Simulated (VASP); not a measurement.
# SnO in VASP: a series of runs

Runs on SnO. Level: PBEsol. Tasks: single point.

Program: VASP 6.6.1. These are calculated values, not measurements. Logs are shortened: lines on timing, memory, paths and dates and some standing lists are left out, and cuts for length are marked.

**1. The cell of the first run**

It takes space group Pm (No. 6, monoclinic). The conventional cell has a = 4.222 Å, b = 3.355 Å, c = 5.674 Å, α = 90.00°, β = 90.00°, γ = 90.00°. Within 2.8 Å of Sn (site symmetry m) lie 3 O at 2.11 to 2.22 Å. Within 2.8 Å of Sn (site symmetry m) lie 3 O at 2.15 to 2.16 Å. O (site symmetry m) has 3 Sn at 2.11 to 2.16 Å within 2.8 Å. O (site symmetry m) has 3 Sn at 2.15 to 2.22 Å within 2.8 Å.

**2. Single point, PBEsol**

Input file INCAR:

```
SYSTEM = SnO
PREC = Accurate
ENCUT = 520
EDIFF = 1E-7
ISMEAR = -1
SIGMA = 0.02
LREAL = .False.
LASPH = .True.
NELM = 60
ALGO = Normal
ISIF = 2
LWAVE = .False.
LCHARG = .False.
GGA = PS
NBANDS = 28
```

Input file KPOINTS:

```
Automatic mesh
0
Gamma
  10 6 8
  0 0 0
```

Input file POSCAR:

```
SnO
1.0
    3.3550050000      0.0000000000      0.0000000000
    0.0000000000      5.6741040000      0.0000000000
    0.0000000000      0.0000000000      4.2219700000
Sn O
2 2
Direct
    0.5000000000      0.7680910000      0.0368296254
    0.0000000000      0.2319090000      0.5131440000
    0.5000000000      0.1087500000      0.2368570000
    0.0000000000      0.8912500000      0.7368570000
```

Potentials or basis: VASP PAW PBE potentials, release 64 (Sn_d, O).

Launch:

```bash
$ cat potpaw_PBE.64/Sn_d/POTCAR potpaw_PBE.64/O/POTCAR > POTCAR
$ mpirun -np 1 vasp_std > vasp.out
```

OUTCAR:

```text
SYSTEM = SnO
   PREC = Accurate
   ENCUT = 520
   EDIFF = 1E-7
   ISMEAR = -1
   LREAL = .False.
   LASPH = .True.
   NELM = 60
   ISIF = 2
   GGA = PS

 ion  position               nearest neighbor table
   1  0.500  0.768  0.037-   3 2.11   4 2.22   4 2.22   2 3.71   2 3.71
   2  0.000  0.232  0.513-   4 2.15   3 2.16   3 2.16   1 3.71   1 3.71
   3  0.500  0.109  0.237-   1 2.11   2 2.16   2 2.16
   4  0.000  0.891  0.737-   2 2.15   1 2.22   1 2.22

  LATTYP: Found a simple orthorhombic cell.
 ALAT       =     3.3550050000
 B/A-ratio  =     1.2584094510
 C/A-ratio  =     1.6912356315

  Lattice vectors:

 A1 = (  -3.3550050000,   0.0000000000,   0.0000000000)
 A2 = (   0.0000000000,   0.0000000000,   4.2219700000)
 A3 = (   0.0000000000,   5.6741040000,   0.0000000000)

Analysis of symmetry for initial positions (statically):
=====================================================================
 Subroutine PRICEL returns:
 Original cell was already a primitive cell.

 Routine SETGRP: Setting up the symmetry group for a
 simple orthorhombic supercell.

 Subroutine GETGRP returns: Found  2 space group operations
 (whereof  2 operations were pure point group operations)
 out of a pool of  8 trial point group operations.

The static configuration has the point symmetry C_1h.

Analysis of symmetry for dynamics (positions and initial velocities):
=====================================================================
 Subroutine PRICEL returns:
 Original cell was already a primitive cell.

 Routine SETGRP: Setting up the symmetry group for a
 simple orthorhombic supercell.

 Subroutine GETGRP returns: Found  2 space group operations
 (whereof  2 operations were pure point group operations)
 out of a pool of  8 trial point group operations.

The dynamic configuration has the point symmetry C_1h.

 Subroutine INISYM returns: Found  2 space group operations
 (whereof  2 operations are pure point group operations),
 and found     1 'primitive' translations

----------------------------------------------------------------------------------------

                                     Primitive cell

  volume of cell :      80.3722

  direct lattice vectors                    reciprocal lattice vectors
     3.355005000  0.000000000  0.000000000     0.298062149  0.000000000  0.000000000
     0.000000000  5.674104000  0.000000000     0.000000000  0.176239279  0.000000000
     0.000000000  0.000000000  4.221970000     0.000000000  0.000000000  0.236856254

  length of vectors
     3.355005000  5.674104000  4.221970000     0.298062149  0.176239279  0.236856254

  position of ions in fractional coordinates (direct lattice)
     0.500000000  0.768091000  0.036829625
     0.000000000  0.231909000  0.513144000
     0.500000000  0.108750000  0.236857000
     0.000000000  0.891250000  0.736857000

  ion indices of the primitive-cell ions
   primitive index   ion index
                 1           1
                 2           2
                 3           3
                 4           4

----------------------------------------------------------------------------------------

 KPOINTS: Automatic mesh

Automatic generation of k-mesh.
 Grid dimensions read from file:
 generate k-points for:   10    6    8

 Generating k-lattice:

  Cartesian coordinates                     Fractional coordinates (reciprocal lattice)
     0.029806215  0.000000000  0.000000000     0.100000000  0.000000000  0.000000000
     0.000000000  0.029373213  0.000000000     0.000000000  0.166666667  0.000000000
     0.000000000  0.000000000  0.029607032     0.000000000  0.000000000  0.125000000

  Length of vectors
     0.029806215  0.029373213  0.029607032

  Shift w.r.t. Gamma in fractional coordinates (k-lattice)
     0.000000000  0.000000000  0.000000000

 Subroutine IBZKPT returns following result:
 ===========================================

 Found    156 irreducible k-points:

 Following reciprocal coordinates:
            Coordinates               Weight
  0.000000  0.000000  0.000000      1.000000
  0.100000  0.000000  0.000000      2.000000
  0.200000  0.000000  0.000000      2.000000
  0.300000  0.000000  0.000000      2.000000
  0.400000  0.000000  0.000000      2.000000
  0.500000  0.000000  0.000000      1.000000
[... 16 lines left out ...]
  0.400000  0.500000  0.000000      2.000000
  0.500000  0.500000  0.000000      1.000000
 [... further k-points ...]
   k-points           NKPTS =    156   k-points in BZ     NKDIM =    156   number of bands    NBANDS=     28
   number of dos      NEDOS =    301   number of ions     NIONS =      4
   total plane-waves  NPLWV =  37632
   dimension x,y,z NGX =    28 NGY =   42 NGZ =   32
   dimension x,y,z NGXF=    56 NGYF=   84 NGZF=   64
   ions per type =               2   2
   NGX,Y,Z   is equivalent  to a cutoff of  13.87, 12.31, 12.60 a.u.
   NGXF,Y,Z  is equivalent  to a cutoff of  27.75, 24.61, 25.20 a.u.
 SYSTEM =  SnO
   PREC   = accura    normal or accurate (medium, high low for compatibility)
   ISTART =      0    job   : 0-new  1-cont  2-samecut
   ICHARG =      2    charge: 1-file 2-atom 10-const
   ISPIN  =      1    spin polarized calculation?
   LNONCOLLINEAR =      F non collinear calculations
   LSORBIT =      F    spin-orbit coupling
   LASPH  =      T    aspherical Exc in radial PAW
   ENCUT  =  520.0 eV  38.22 Ry    6.18 a.u.   6.24 10.55  7.85*2*pi/ulx,y,z
   NELM   =     60;   NELMIN=  2; NELMDL= -5     # of ELM steps
   EDIFF  = 0.1E-06   stopping-criterion for ELM
   LREAL  =      F    real-space projection
   EDIFFG = 0.1E-05   stopping-criterion for IOM
   NSW    =      0    number of steps for IOM
   IBRION =     -1    ionic relax: 0-MD 1-quasi-New 2-CG
   NFREE  =      0    steps in history (QN), initial steepest desc. (CG)
   ISIF   =      2    stress and relaxation
   ISYM   =      2    0-nonsym 1-usesym 2-fastsym
   POTIM  = 0.5000    time-step for ionic-motion
   TEBEG  =    0.0;   TEEND  =   0.0 temperature during run
   PSTRESS=    0.0 pullay stress
   NELECT =      40.0000    total number of electrons
   NUPDOWN=      -1.0000    fix difference up-down
   EMIN   =  10.00;   EMAX   =-10.00  energy-range for DOS
   EFERMI =   0.00;   METHOD = LEGACY
   ISMEAR =    -1;   SIGMA  =   0.02  broadening in eV -4-tet -1-fermi 0-gaus
   EFERMI_NEDOS =   21; number of points for ismear=-14 and -15
   IALGO  =     38    algorithm
   IMIX   =      4    mixing-type and parameters
     AMIX     =   0.40;   BMIX     =  1.00
     AMIX_MAG =   1.60;   BMIX_MAG =  1.00
  volume/ion in A,a.u.               =      20.09       135.59
  Fermi-wavevector in a.u.,A,eV,Ry     =   1.297357  2.451650 22.900458  1.683136
  Thomas-Fermi vector in A             =   2.428755
   LORBIT       =      0    0 simple, 1 ext, 2 COOP (PROOUT), +10 PAW based schemes
   GGA     = PS    functional components
   LHFCALC =     F    Hartree Fock is set to
   AEXX    =    0.0000 exact exchange contribution
   IVDW    =     0    specifies the selected vdW correction
   LEPSILON=     F    determine dielectric tensor
   LRPA    =     F    only Hartree local field effects (RPA)
 non-spin polarized calculation
  energy-cutoff  :      520.00
  volume of cell :       80.37
 maximum number of plane-waves:      2183
 NGX is ok and might be reduce to    28
   NGX = 13   NGY = 21   NGZ = 15

 number of electron      39.9999995 magnetization

 Free energy of the ion-electron system (eV)
  ---------------------------------------------------
  ext. energy  EPLUGINS =         0.00000000
  ---------------------------------------------------
  free energy    TOTEN  =       -23.75138155 eV

  energy without entropy =      -23.75138155  energy(sigma->0) =      -23.75138155

 E-fermi :   5.1204     XC(G=0):  -9.7733

 val. band max:        4.6367979900   @ k =   0.0000   0.0000   0.0000
 cond. band min:       5.8843590064   @ k =   0.4000   0.5000   0.0000
 fundamental gap:      1.2475610164
 Fermi energy:         5.1204123553

 k-point     1 :       0.0000    0.0000    0.0000
  band No.  band energies     occupation
      1     -16.4228      2.00000
      2     -16.0989      2.00000
      3     -16.0331      2.00000
      4     -15.9994      2.00000
      5     -15.9708      2.00000
      6     -15.9446      2.00000
[... 20 lines left out ...]
     27      13.4753      0.00000
     28      13.9553      0.00000

 k-point     2 :       0.1000    0.0000    0.0000
  band No.  band energies     occupation
      1     -16.4188      2.00000
      2     -16.0855      2.00000
      3     -16.0272      2.00000
      4     -16.0260      2.00000
      5     -15.9763      2.00000
      6     -15.9438      2.00000
[... 20 lines left out ...]
     27      13.5434      0.00000
     28      14.0266      0.00000

 k-point     3 :       0.2000    0.0000    0.0000
  band No.  band energies     occupation
      1     -16.4136      2.00000
      2     -16.1146      2.00000
      3     -16.0349      2.00000
      4     -16.0071      2.00000
      5     -15.9858      2.00000
      6     -15.9461      2.00000
[... 20 lines left out ...]
     27      13.2941      0.00000
     28      14.1687      0.00000

 k-point     4 :       0.3000    0.0000    0.0000
  band No.  band energies     occupation
      1     -16.4174      2.00000
      2     -16.2014      2.00000
      3     -15.9999      2.00000
      4     -15.9886      2.00000
      5     -15.9786      2.00000
      6     -15.9516      2.00000
[... 578 lines left out ...]
     27      13.5795      0.00000
     28      14.5233      0.00000

 k-point    23 :       0.4000    0.5000    0.0000
  band No.  band energies     occupation
      1     -16.4310      2.00000
      2     -16.2740      2.00000
      3     -15.9876      2.00000
      4     -15.9804      2.00000
      5     -15.9618      2.00000
      6     -15.9443      2.00000
[... 20 lines left out ...]
     27      12.8581      0.00000
     28      14.0440      0.00000

 k-point    24 :       0.5000    0.5000    0.0000
  band No.  band energies     occupation
      1     -16.4370      2.00000
      2     -16.2991      2.00000
      3     -15.9843      2.00000
      4     -15.9842      2.00000
      5     -15.9544      2.00000
      6     -15.9468      2.00000
[... 20 lines left out ...]
     27      13.1577      0.00000
     28      13.4159      0.00000

 [... further k-points ...]
[... 5 lines left out ...]
  --------------------------------------------------------------------------------------
  -------------------------------------------------------------------------------------
  Total       -2.2339671     -1.2357551     -1.8728873      0.0000000      0.8932186      0.0000000
  in kB      -44.5329786    -24.6341389    -37.3350402      0.0000000     17.8058510      0.0000000
  external PRESSURE =     -35.5007192 kB  Pullay stress =       0.0000000 kB

 VOLUME and BASIS-vectors are now :
 -----------------------------------------------------------------------------
  energy-cutoff  :      520.00
  volume of cell :       80.37
      direct lattice vectors                 reciprocal lattice vectors
     3.355005000  0.000000000  0.000000000     0.298062149  0.000000000  0.000000000
     0.000000000  5.674104000  0.000000000     0.000000000  0.176239279  0.000000000
     0.000000000  0.000000000  4.221970000     0.000000000  0.000000000  0.236856254

 POSITION                                       TOTAL-FORCE (eV/Angst)
 -----------------------------------------------------------------------------------
      1.67750      4.35823      0.15549         0.000000      0.430218     -0.776218
      0.00000      1.31588      2.16648         0.000000     -0.402061      0.100023
      1.67750      0.61706      1.00000         0.000000      0.075395      0.195434
      0.00000      5.05705      3.11099         0.000000     -0.103552      0.480761
 -----------------------------------------------------------------------------------
    total drift:                                0.000000      0.000079      0.000033

  FREE ENERGIE OF THE ION-ELECTRON SYSTEM (eV)
  ---------------------------------------------------
  free  energy   TOTEN  =       -23.7513815549 eV

  energy  without entropy=      -23.7513815549  energy(sigma->0) =      -23.75138155
```

It took 4.3 min on 1 thread of Intel Xeon Platinum 8259CL at 2.50GHz (Skylake/Cascade Lake), shared host; peak memory 0.39 GiB.

Results:

| Quantity | Value |
| --- | --- |
| Free energy | -23.7514 eV |
| Pressure | -3.6 GPa |
| Largest force | 0.887 eV/Å |
| Band gap on the k mesh | 1.25 eV (least direct gap 1.83 eV) |

Forces on the atoms (eV/Å):
```
Sn   0.000  0.430 -0.776
Sn   0.000 -0.402  0.100
O    0.000  0.075  0.195
O    0.000 -0.104  0.481
```

Caveat: the cell stands under tension; the PAW data sets were made with another functional, which shifts forces and pressure a little; spin-orbit coupling is left out, which moves the levels of the heavy elements.

(Part 1 of 3 ends here.)
